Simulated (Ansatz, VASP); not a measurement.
Two plane-wave programs on BN

```
B N
1.0
     1.25112    0.72234    3.37293
    -1.25112    0.72234    3.37293
     0.00000   -1.44467    3.37293
B N
1 1
Direct
  0.99967 0.99967 0.99967
  0.33276 0.33276 0.33276
```

Alike in both runs: task single point; functional r2SCAN; k mesh 10 × 10 × 10; no spin polarisation.

|  | VASP | Ansatz |
| --- | --- | --- |
| version | VASP 6.6.1 | Ansatz 0.2.0 |
| potentials or method | VASP PAW PBE potentials, release 64 (B, N) | plane waves, PAW |
| plane-wave cutoff (eV) | 520 | 500 |
| occupations | gaussian, width 0.01 eV | fixed |
| valence electrons in the cell | 8 | 8 |

|  | VASP | Ansatz | Ansatz less VASP |
| --- | --- | --- | --- |
| pressure (GPa) | 0.1 | -0.3 | -0.39 |
| traceless stress, the component that is largest in VASP (GPa) | 0.07 | 0.73 | +0.657 |

VASP's potentials were made for PBE, not for r2SCAN.
